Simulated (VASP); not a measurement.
The system is Ba3Co.

```
Ba Co
1.0
     4.93550    0.00000    0.00000
     0.00000    4.93550    0.00000
     0.00000    0.00000    4.93550
Ba Co
3 1
Direct
  0.00000 0.50000 0.50000
  0.50000 0.00000 0.50000
  0.50000 0.50000 0.00000
  0.00000 0.00000 0.00000
```

```yaml
Program: VASP 6.6.1
Task: relaxation of cell and atoms
Functional: PBE
Potentials_or_basis: VASP PAW PBE potentials, release 64 (Ba_sv, Co)
Cutoff: 600 eV
k_mesh: 4 × 4 × 4
Occupations: gaussian, width 0.1 eV
Spin: collinear spin, ferrimagnetic start
Starting_moments: "[-0.16, -0.16, -0.16, 0.5] μB"
```

At the start: pressure 7.2 GPa; volume 30.06 Å³/atom.

**Question.** How do energy, volume and symmetry change on relaxing?

**Answer.** Over 6 steps the energy falls by 170.9 meV/atom and the volume is 40.00 Å³/atom (+33.1 %); space group Pm-3m (No. 221, to 0.1 Å) before and after; moment 0.00 μB per cell.

The path:
```
step  energy change (eV)  largest force (eV/Å)  pressure (GPa)  volume (Å³)
   1              0.0000                0.0000            7.16       120.22
   2             -0.6218                0.0000            1.61       145.15
   3             -0.6810                0.0000            0.83       155.22
   4             -0.5980                0.0000           -1.32       176.72
   5             -0.6790                0.0000           -0.44       162.67
   6             -0.6835                0.0000           -0.13       160.01
```

Final structure:
```yaml
crystal:
  lattice:
    - [5.42897, 0.00000, 0.00000]
    - [0.00000, 5.42897, 0.00000]
    - [0.00000, 0.00000, 5.42897]
  atoms:
    - { symbol: Ba, position: [0.00000, 0.50000, 0.50000] }
    - { symbol: Ba, position: [0.50000, 0.00000, 0.50000] }
    - { symbol: Ba, position: [0.50000, 0.50000, 0.00000] }
    - { symbol: Co, position: [0.00000, 0.00000, 0.00000] }
```

Caveat: the volume moved by over 15 % at a fixed basis, so the end points are rough.
